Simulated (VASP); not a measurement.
# Ni: single point with LDA

The system is Ni.

```xyz
1
Lattice="0.0000 1.7679 1.7856 1.7679 0.0000 1.7856 1.7679 1.7679 0.0000" Properties=species:S:1:pos:R:3 pbc="T T T"
Ni    0.0000    0.0000    0.0000
```

This cell differs from its parent crystal: zz strain of +1 %.

```json
{"Program": "VASP 6.6.1", "Task": "single point", "Functional": "LDA", "Potentials or basis": "VASP PAW LDA potentials, release 64 (Ni)", "Cutoff": "520 eV", "k mesh": "20 × 20 × 20", "Occupations": "fermi-dirac, width 0.05 eV", "Spin": "collinear spin, ferromagnetic start", "Starting moments": "[1.5] μB"}
```

The pressure is -20.6 GPa. The net moment is 0.61 μB per cell and the site moments are Ni +0.62 μB. The valence electrons inside the program's atomic spheres are Ni 9.28.

Stress tensor (GPa, compression positive):
```
-20.29   0.00   0.00
  0.00 -20.29   0.00
  0.00   0.00 -21.35
```

Levels at points of the mesh, in eV from the Fermi level:
Spin up:
```csv
k point,band 1,band 2,band 3,band 4,band 5,band 6,band 7,band 8,band 9,band 10
"(0.00, 0.00, 0.00)",-8.80,-2.32,-2.26,-2.26,-1.21,-1.14,23.58,27.06,27.15,27.15
"(0.50, 0.00, 0.00)",-4.65,-2.31,-2.25,-0.53,-0.50,-0.20,5.54,22.09,23.98,24.29
"(0.50, 0.50, 0.00)",-4.46,-3.99,-0.48,-0.37,-0.37,2.30,8.87,14.70,14.70,19.64
"(0.50, 0.00, 0.50)",-4.45,-4.00,-0.49,-0.39,-0.35,2.52,9.14,14.46,14.46,19.44
```
Spin down:
```tsv
k point	band 1	band 2	band 3	band 4	band 5	band 6	band 7	band 8	band 9	band 10
(0.00, 0.00, 0.00)	-8.76	-1.70	-1.64	-1.64	-0.63	-0.57	23.55	27.11	27.20	27.20
(0.50, 0.00, 0.00)	-4.26	-1.75	-1.69	-0.17	0.13	0.16	5.92	22.06	24.09	24.40
(0.50, 0.50, 0.00)	-4.10	-3.46	0.12	0.33	0.33	2.34	9.15	14.77	14.77	19.87
(0.50, 0.00, 0.50)	-4.08	-3.47	0.11	0.32	0.36	2.57	9.41	14.53	14.53	19.66
```

Run time: 87 s on 1 thread of Intel(R) Xeon(R) 6975P-C (Granite Rapids) (shared host), peak memory 0.25 GiB.

Caveat: the cell differs from its parent crystal (zz strain of +1 %); the cell stands under tension.
